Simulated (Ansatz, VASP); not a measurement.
**Two plane-wave programs on MnO**

```
Mn O
1.0
     0.00000    2.22200    2.22200
     2.22200    0.00000    2.22200
     2.22200    2.22200    0.00000
Mn O
1 1
Direct
  0.00000 0.00000 0.00000
  0.50000 0.50000 0.50000
```

Alike in both runs: functional PBE; k mesh 10 × 10 × 10; occupations fermi-dirac, width 0.05 eV; collinear spin; Hubbard terms Mn d U = 8.0 eV.

|  | VASP | Ansatz |
| --- | --- | --- |
| version | VASP 6.6.1 | Ansatz 0.2.0 |
| potentials or method | VASP PAW PBE potentials, release 64 (Mn_pv, O) | Ansatz PAW |
| plane-wave cutoff (eV) | 520 | 420 |
| valence electrons in the cell | 19 | 21 |
| task | single point | projected density of states |

```tsv
	VASP	Ansatz	Ansatz less VASP
gap on the k mesh at the Fermi level (eV)	0.97	0.65	-0.315
least direct gap on the mesh (eV)	2.73	2.52	-0.214
pressure (GPa)	10.0	14.2	+4.20
net moment per atom (μB)	2.50	2.50	0.000
size of the moment on the site where the two differ most (μB)	4.73	4.34	-0.391
```

Site moments also hang on the region over which each program counts them. The programs project onto different local orbitals, so the same U acts differently, and such runs can settle in different states. VASP's potentials hold 19 valence electrons a cell and Ansatz's 21, so a difference there can come from the potentials and not from the codes.

Noted on Ansatz's run: the magnetic or orbital state may not be the lowest.
